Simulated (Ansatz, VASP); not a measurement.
# Tl3Sb2Mo in VASP and in Ansatz

```
CELL_PARAMETERS angstrom
6.45079 0.00000 0.00000
-3.22540 5.58655 0.00000
0.00000 0.00000 4.98530
ATOMIC_POSITIONS crystal
Tl 0.50000 0.00000 0.50000
Tl 0.50000 0.50000 0.50000
Tl 0.00000 0.50000 0.50000
Sb 0.33333 0.66667 0.00000
Sb 0.66667 0.33333 0.00000
Mo 0.00000 0.00000 0.00000
```

Change from the starting cell: species swapped into the SmAl3Pd2 type (P6/mmm, No. 191).

Alike in both runs: task single point; functional PBE; k mesh 3 × 3 × 4; occupations gaussian, width 0.1 eV; no spin polarisation.

```csv
,VASP,Ansatz
version,VASP 6.6.1,Ansatz 0.2.0
potentials or method,"VASP PAW PBE potentials, release 64 (Tl_d, Sb, Mo_sv), cutoff 520 eV","scalar-relativistic, plane waves, PAW"
valence electrons in the cell,63,83
```

Ansatz gave:

* gap on the k mesh at the Fermi level (eV): none
* pressure (GPa): 0.8
* traceless stress, the component that is largest in VASP (GPa): 6.88

Task: Which values does VASP return?

Result: gap on the k mesh at the Fermi level (eV): none; pressure (GPa): 0.7; traceless stress, the component that is largest in VASP (GPa): 6.85.

A gap of «none» marks a metal or a gap that the smearing closes. VASP's potentials hold 63 valence electrons a cell and Ansatz's 83, so a difference there can come from the potentials and not from the codes.

The k mesh is coarse, so the values compare programs but aren't converged. Spin-orbit coupling is off throughout.
